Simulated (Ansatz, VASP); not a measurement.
# Two plane-wave programs on PbS

```
Pb S
1.0
     2.01340    1.16244    3.17480
    -2.01340    1.16244    3.17480
     0.00000   -2.32487    3.17480
Pb S
1 1
Direct
  0.97815 0.97815 0.97815
  0.47745 0.47745 0.47745
```

Alike in both runs: task single point; functional r2SCAN; k mesh 9 × 9 × 9; occupations gaussian, width 0.05 eV; no spin polarisation.

|  | VASP | Ansatz |
| --- | --- | --- |
| version | VASP 6.6.1 | Ansatz 0.2.0 |
| potentials or method | VASP PAW PBE potentials, release 64 (Pb_d, S), cutoff 520 eV | scalar-relativistic, plane waves, PAW |
| valence electrons in the cell | 20 | 20 |

```csv
,VASP,Ansatz,Ansatz less VASP
pressure (GPa),14.9,14.9,-0.02
"traceless stress, the component that is largest in VASP (GPa)",0.63,0.63,-0.001
rms of the force components (eV/Å),0.010,0.009,-0.0002
```

VASP's potentials were made for PBE, not for r2SCAN. Atom by atom the forces differ by 0.000 eV/Å (rms over components). With one functional, cell and mesh, what is left measures potentials, basis and numerics.

Neither program's run includes spin-orbit coupling.
